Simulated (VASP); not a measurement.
# Ir (Fm-3m) in VASP: further runs, part 2 of 2

VASP 6.6.1.

**4. Single point, PBEsol**

This run uses another cell than the first one, of 13.77 Å³/atom, 0.980 times its volume.

File INCAR:

```
  ALGO = Normal
  EDIFF = 1E-6
  ENCUT = 520
  GGA = PS
  ISIF = 2
  ISMEAR = -1
  LASPH = T
  LCHARG = F
  LREAL = F
  LWAVE = F
  NBANDS = 10
  NELM = 100
  PREC = Accurate
  SIGMA = 0.05
```

File KPOINTS:

```
k-points
0
Gamma
  20 20 20
```

File POSCAR:

```
Ir
1.0
    0.0000000000      1.9025673901      1.9025673901
    1.9025673901      0.0000000000      1.9025673901
    1.9025673901      1.9025673901      0.0000000000
Ir
1
Direct
    0.0000000000      0.0000000000      0.0000000000
```

Potentials or basis: VASP PAW PBE potentials, release 64 (Ir).

Launch:

```sh
$ cat potpaw_PBE.64/Ir/POTCAR > POTCAR
$ mpirun -np 1 vasp_std > vasp.out
```

OUTCAR:

```text
EDIFF = 1E-6
   ENCUT = 520
   GGA = PS
   ISIF = 2
   ISMEAR = -1
   LASPH = T
   LREAL = F
   NELM = 100
   PREC = Accurate

 ion  position               nearest neighbor table
   1  0.000  0.000  0.000-

  LATTYP: Found a face centered cubic cell.
 ALAT       =     3.8051347802

  Lattice vectors:

 A1 = (   0.0000000000,   1.9025673901,   1.9025673901)
 A2 = (   1.9025673901,   0.0000000000,   1.9025673901)
 A3 = (   1.9025673901,   1.9025673901,   0.0000000000)

Analysis of symmetry for initial positions (statically):
=====================================================================
 Subroutine PRICEL returns:
 Original cell was already a primitive cell.

 Routine SETGRP: Setting up the symmetry group for a
 face centered cubic supercell.

 Subroutine GETGRP returns: Found 48 space group operations
 (whereof 48 operations were pure point group operations)
 out of a pool of 48 trial point group operations.

The static configuration has the point symmetry O_h .

Analysis of symmetry for dynamics (positions and initial velocities):
=====================================================================
 Subroutine PRICEL returns:
 Original cell was already a primitive cell.

 Routine SETGRP: Setting up the symmetry group for a
 face centered cubic supercell.

 Subroutine GETGRP returns: Found 48 space group operations
 (whereof 48 operations were pure point group operations)
 out of a pool of 48 trial point group operations.

The dynamic configuration has the point symmetry O_h .

 Subroutine INISYM returns: Found 48 space group operations
 (whereof 48 operations are pure point group operations),
 and found     1 'primitive' translations

----------------------------------------------------------------------------------------

                                     Primitive cell

  volume of cell :      13.7737

  direct lattice vectors                    reciprocal lattice vectors
     0.000000000  1.902567390  1.902567390    -0.262802780  0.262802780  0.262802780
     1.902567390  0.000000000  1.902567390     0.262802780 -0.262802780  0.262802780
     1.902567390  1.902567390  0.000000000     0.262802780  0.262802780 -0.262802780

  length of vectors
     2.690636606  2.690636606  2.690636606     0.455187768  0.455187768  0.455187768

  position of ions in fractional coordinates (direct lattice)
     0.000000000  0.000000000  0.000000000

  ion indices of the primitive-cell ions
   primitive index   ion index
                 1           1

----------------------------------------------------------------------------------------

 KPOINTS: k-points

Automatic generation of k-mesh.
 Grid dimensions read from file:
 generate k-points for:   20   20   20

 Generating k-lattice:

  Cartesian coordinates                     Fractional coordinates (reciprocal lattice)
    -0.013140139  0.013140139  0.013140139     0.050000000  0.000000000  0.000000000
     0.013140139 -0.013140139  0.013140139     0.000000000  0.050000000  0.000000000
     0.013140139  0.013140139 -0.013140139     0.000000000  0.000000000  0.050000000

  Length of vectors
     0.022759388  0.022759388  0.022759388

  Shift w.r.t. Gamma in fractional coordinates (k-lattice)
     0.000000000  0.000000000  0.000000000

 Subroutine IBZKPT returns following result:
 ===========================================

 Found    256 irreducible k-points:

 Following reciprocal coordinates:
            Coordinates               Weight
  0.000000  0.000000  0.000000      1.000000
  0.050000  0.000000  0.000000      8.000000
  0.100000  0.000000  0.000000      8.000000
  0.150000  0.000000  0.000000      8.000000
  0.200000  0.000000  0.000000      8.000000
  0.250000  0.000000  0.000000      8.000000
[... 16 lines left out ...]
 -0.400000  0.050000  0.000000     24.000000
 -0.350000  0.050000  0.000000     24.000000
 [... further k-points ...]
   k-points           NKPTS =    256   k-points in BZ     NKDIM =    256   number of bands    NBANDS=     10
   number of dos      NEDOS =    301   number of ions     NIONS =      1
   total plane-waves  NPLWV =   8000
   dimension x,y,z NGX =    20 NGY =   20 NGZ =   20
   dimension x,y,z NGXF=    40 NGYF=   40 NGZF=   40
   ions per type =               1
   NGX,Y,Z   is equivalent  to a cutoff of  12.36, 12.36, 12.36 a.u.
   NGXF,Y,Z  is equivalent  to a cutoff of  24.71, 24.71, 24.71 a.u.
 SYSTEM =  unknown system
   PREC   = accura    normal or accurate (medium, high low for compatibility)
   ISTART =      0    job   : 0-new  1-cont  2-samecut
   ICHARG =      2    charge: 1-file 2-atom 10-const
   ISPIN  =      1    spin polarized calculation?
   LNONCOLLINEAR =      F non collinear calculations
   LSORBIT =      F    spin-orbit coupling
   LASPH  =      T    aspherical Exc in radial PAW
   ENCUT  =  520.0 eV  38.22 Ry    6.18 a.u.   5.00  5.00  5.00*2*pi/ulx,y,z
   NELM   =    100;   NELMIN=  2; NELMDL= -5     # of ELM steps
   EDIFF  = 0.1E-05   stopping-criterion for ELM
   LREAL  =      F    real-space projection
   EDIFFG = 0.1E-04   stopping-criterion for IOM
   NSW    =      0    number of steps for IOM
   IBRION =     -1    ionic relax: 0-MD 1-quasi-New 2-CG
   NFREE  =      0    steps in history (QN), initial steepest desc. (CG)
   ISIF   =      2    stress and relaxation
   ISYM   =      2    0-nonsym 1-usesym 2-fastsym
   POTIM  = 0.5000    time-step for ionic-motion
   TEBEG  =    0.0;   TEEND  =   0.0 temperature during run
   PSTRESS=    0.0 pullay stress
   NELECT =       9.0000    total number of electrons
   NUPDOWN=      -1.0000    fix difference up-down
   EMIN   =  10.00;   EMAX   =-10.00  energy-range for DOS
   EFERMI =   0.00;   METHOD = LEGACY
   ISMEAR =    -1;   SIGMA  =   0.05  broadening in eV -4-tet -1-fermi 0-gaus
   EFERMI_NEDOS =   21; number of points for ismear=-14 and -15
   IALGO  =     38    algorithm
   IMIX   =      4    mixing-type and parameters
     AMIX     =   0.40;   BMIX     =  1.00
     AMIX_MAG =   1.60;   BMIX_MAG =  1.00
  volume/ion in A,a.u.               =      13.77        92.95
  Fermi-wavevector in a.u.,A,eV,Ry     =   1.420602  2.684548 27.458037  2.018109
  Thomas-Fermi vector in A             =   2.541500
   LORBIT       =      0    0 simple, 1 ext, 2 COOP (PROOUT), +10 PAW based schemes
   GGA     = PS    functional components
   LHFCALC =     F    Hartree Fock is set to
   AEXX    =    0.0000 exact exchange contribution
   IVDW    =     0    specifies the selected vdW correction
   LEPSILON=     F    determine dielectric tensor
   LRPA    =     F    only Hartree local field effects (RPA)
 non-spin polarized calculation
  energy-cutoff  :      520.00
  volume of cell :       13.77
 maximum number of plane-waves:       388
   NGX =  9   NGY =  9   NGZ =  9

 number of electron       9.0000001 magnetization

 Free energy of the ion-electron system (eV)
  ---------------------------------------------------
  ext. energy  EPLUGINS =         0.00000000
  ---------------------------------------------------
  free energy    TOTEN  =        -9.81831170 eV

  energy without entropy =       -9.81335737  energy(sigma->0) =       -9.81583453

 E-fermi :  10.6718     XC(G=0): -14.2597

 val. band max:       10.6682206029   @ k =  -0.3500   0.3000   0.0000
 cond. band min:      10.6800184041   @ k =   0.3000   0.2000   0.0000
 fundamental gap:      0.0117978012
 Fermi energy:        10.6717886857

 k-point     1 :       0.0000    0.0000    0.0000
  band No.  band energies     occupation
      1      -0.7650      2.00000
      2       6.6494      2.00000
      3       6.6494      2.00000
      4       6.6494      2.00000
      5       9.4817      2.00000
      6       9.4817      2.00000
      7      24.9817      0.00000
      8      30.7160      0.00000
      9      30.7160      0.00000
     10      30.7160      0.00000

 k-point     2 :       0.0500    0.0000    0.0000
  band No.  band energies     occupation
      1      -0.6500      2.00000
      2       6.5858      2.00000
      3       6.7004      2.00000
      4       6.7004      2.00000
      5       9.4475      2.00000
      6       9.4475      2.00000
      7      25.1845      0.00000
      8      30.0824      0.00000
      9      30.9077      0.00000
     10      30.9077      0.00000
[... 274 lines left out ...]
 k-point    24 :      -0.3500    0.0500    0.0000
  band No.  band energies     occupation
      1       2.3601      2.00000
      2       6.7158      2.00000
      3       6.8310      2.00000
      4       7.5018      2.00000
      5      10.5395      1.86748
      6      11.3610      0.00000
      7      21.1394      0.00000
      8      25.8093      0.00000
      9      31.6040      0.00000
     10      33.2869      0.00000

 [... further k-points ...]

------------------------ aborting loop because EDIFF is reached ----------------------------------------

  FORCE on cell =-STRESS in cart. coord.  units (eV):
  Direction    XX          YY          ZZ          XY          YZ          ZX
  --------------------------------------------------------------------------------------
  -------------------------------------------------------------------------------------
  Total        0.7828898      0.7828898      0.7828898      0.0000000      0.0000000      0.0000000
  in kB       91.0670049     91.0670049     91.0670049      0.0000000      0.0000000      0.0000000
  external PRESSURE =      91.0670049 kB  Pullay stress =       0.0000000 kB

 VOLUME and BASIS-vectors are now :
 -----------------------------------------------------------------------------
  energy-cutoff  :      520.00
  volume of cell :       13.77
      direct lattice vectors                 reciprocal lattice vectors
     0.000000000  1.902567390  1.902567390    -0.262802780  0.262802780  0.262802780
     1.902567390  0.000000000  1.902567390     0.262802780 -0.262802780  0.262802780
     1.902567390  1.902567390  0.000000000     0.262802780  0.262802780 -0.262802780

 POSITION                                       TOTAL-FORCE (eV/Angst)
 -----------------------------------------------------------------------------------
      0.00000      0.00000      0.00000         0.000000      0.000000     -0.000000
 -----------------------------------------------------------------------------------
    total drift:                                0.000000     -0.000000     -0.000000

  FREE ENERGIE OF THE ION-ELECTRON SYSTEM (eV)
  ---------------------------------------------------
  free  energy   TOTEN  =        -9.8183116982 eV

  energy  without entropy=       -9.8133573667  energy(sigma->0) =       -9.81583453
```

Run time: 30 s. Hardware: 1 thread of Intel Xeon Platinum 8375C at 2.90GHz (Ice Lake), shared host; peak memory 0.16 GiB.

What came out:

```
Free energy : -9.8183 eV
Pressure    : 9.1 GPa
```

Levels at points of the mesh, in eV from the Fermi level:
```tsv
k point	band 1	band 2	band 3	band 4	band 5	band 6	band 7	band 8
(0.00, 0.00, 0.00)	-11.44	-4.02	-4.02	-4.02	-1.19	-1.19	14.31	20.04
(0.50, 0.00, 0.00)	-8.39	-4.13	-4.13	-0.84	1.00	1.00	7.55	13.84
(0.50, 0.50, 0.00)	-8.21	-7.62	0.98	1.60	1.60	1.69	10.88	11.84
```

Caveat: the PAW data sets were made with another functional, which shifts forces and pressure a little; spin-orbit coupling is left out, which moves the levels of the heavy elements.

**5. Overview**

| cell | k mesh | gap on the mesh (eV) | pressure (GPa) |
| --- | --- | --- | --- |
| a = 2.709 Å, angles 60.0°, 1 atom | 19 × 19 × 19 | none | 1.0 |
| a = 2.727 Å, angles 60.0°, 1 atom | 19 × 19 × 19 | none | -6.4 |
| a = 2.691 Å, angles 60.0°, 1 atom | 20 × 20 × 20 | none | 9.1 |

Alike in all rows: task single point; level PBEsol; potentials or basis VASP PAW PBE potentials, release 64 (Ir); no spin polarisation; cutoff (eV) 520; smearing fermi-dirac 0.05 eV.

Caveats: the PAW data sets were made with another functional, which shifts forces and pressure a little; spin-orbit coupling is left out, which moves the levels of the heavy elements.

Absolute energies hang on the potentials; compare differences alone.
